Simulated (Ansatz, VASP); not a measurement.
**One calculation of Pb2O, two programs**

```
Pb O
1.0
     5.47537    0.00000    0.00000
     0.00000    5.47537    0.00000
     0.00000    0.00000    5.47537
Pb O
4 2
Direct
  0.25000 0.25000 0.25000
  0.75000 0.75000 0.25000
  0.25000 0.75000 0.75000
  0.75000 0.25000 0.75000
  0.00000 0.00000 0.00000
  0.50000 0.50000 0.50000
```

Alike in both runs: functional PBE; k mesh 8 × 8 × 8; occupations gaussian, width 0.1 eV; no spin polarisation.

Ansatz relaxed the structure, and its values are those at the end. VASP's run is a single point on that final structure, the one shown.

|  | VASP | Ansatz |
| --- | --- | --- |
| version | VASP 6.6.1 | Ansatz 0.2.0 |
| potentials or method | VASP PAW PBE potentials, release 64 (Pb_d, O), cutoff 520 eV | scalar-relativistic, plane waves, PAW |
| valence electrons in the cell | 68 | 68 |

```tsv
	VASP	Ansatz	Ansatz less VASP
gap on the k mesh at the Fermi level (eV)	none	none	-
pressure (GPa)	0.0	0.0	0.00
```

A gap of «none» marks a metal or a gap that the smearing closes. With one functional, cell and mesh, what is left measures potentials, basis and numerics.

Spin-orbit coupling is off throughout.
